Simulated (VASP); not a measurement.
Write the native input for VASP 6.6.1 that does the following.

```yaml
Task: single point
Functional: r2SCAN
Potentials_or_basis: VASP PAW PBE potentials, release 64 (Al, Ga_d, N)
Cutoff: 520 eV
k_mesh: 6 × 6 × 6
Occupations: gaussian, width 0.05 eV
Spin: no spin polarisation
Dipole_correction: no
Further_INCAR_settings: ALGO = Normal; EDIFF = 1e-07; NBANDS = 31
```

The system is Al3GaN4.

```
CELL_PARAMETERS angstrom
4.60794 -0.00310 0.03934
-0.00310 4.26419 0.07449
0.03934 0.07449 4.50206
ATOMIC_POSITIONS crystal
Al 0.49713 0.50675 0.00461
Al 0.49911 0.98937 0.50710
Al 0.99875 0.50230 0.50354
Ga 0.00175 0.99579 0.00080
N 0.74440 0.73752 0.24397
N 0.73937 0.26604 0.73604
N 0.26339 0.74434 0.75159
N 0.25610 0.25789 0.25235
```

This cell differs from its parent crystal: atoms moved at random and the cell strained at random.

These files were run (other wordings do the same):

POSCAR

```
Al3GaN4
1.0
    4.6079384813     -0.0030961490      0.0393411901
   -0.0030961490      4.2641930567      0.0744938854
    0.0393411901      0.0744938854      4.5020603782
Al Ga N
3 1 4
Direct
    0.4971313945      0.5067486921      0.0046133166
    0.4991078922     -0.0106316406      0.5070999519
   -0.0012500690      0.5023012599      0.5035395563
    0.0017450628     -0.0042109286      0.0007982877
    0.7444033791      0.7375187590      0.2439694067
    0.7393728474      0.2660428354      0.7360366307
    0.2633857881      0.7443369646      0.7515936396
    0.2561037049      0.2578940583      0.2523492105
```

INCAR.step1

```
ALGO = Normal ; EDIFF = 1E-4
ENCUT = 520 ; GGA = PE
ISMEAR = 0 ; LASPH = T
LCHARG = F ; LREAL = F
LWAVE = T ; NBANDS = 31
NELM = 80 ; PREC = Accurate
SIGMA = 0.05
```

INCAR.step2

```
ALGO = Normal ; EDIFF = 1E-7
ENCUT = 520 ; ISIF = 2
ISMEAR = 0 ; ISTART = 1
LASPH = T ; LCHARG = F
LMIXTAU = T ; LREAL = F
LWAVE = F ; METAGGA = R2SCAN
NBANDS = 31 ; NELM = 80
PREC = Accurate ; SIGMA = 0.05
```

KPOINTS

```
k-points
0
Gamma
  6 6 6
```

Potentials or basis: VASP PAW PBE potentials, release 64 (Al, Ga_d, N).

Launch:

```sh
$ cat potpaw_PBE.64/Al/POTCAR potpaw_PBE.64/Ga_d/POTCAR potpaw_PBE.64/N/POTCAR > POTCAR
$ cp INCAR.step1 INCAR
$ mpirun -np 1 vasp_std > vasp.out
$ cp INCAR.step2 INCAR
$ mpirun -np 1 vasp_std > vasp.out
```

Results of the run:

```yaml
Pressure: -6.4 GPa
Largest_force: 1.692 eV/Å
Band_gap_on_the_k_mesh: 3.39 eV, direct
```

Caveat: the cell differs from its parent crystal (atoms moved at random and the cell strained at random); the PAW data sets were made with another functional, which shifts forces and pressure a little.

It took 9.6 min on 1 thread of Intel(R) Xeon(R) 6975P-C (Granite Rapids), on a shared host, peak memory 0.38 GiB.
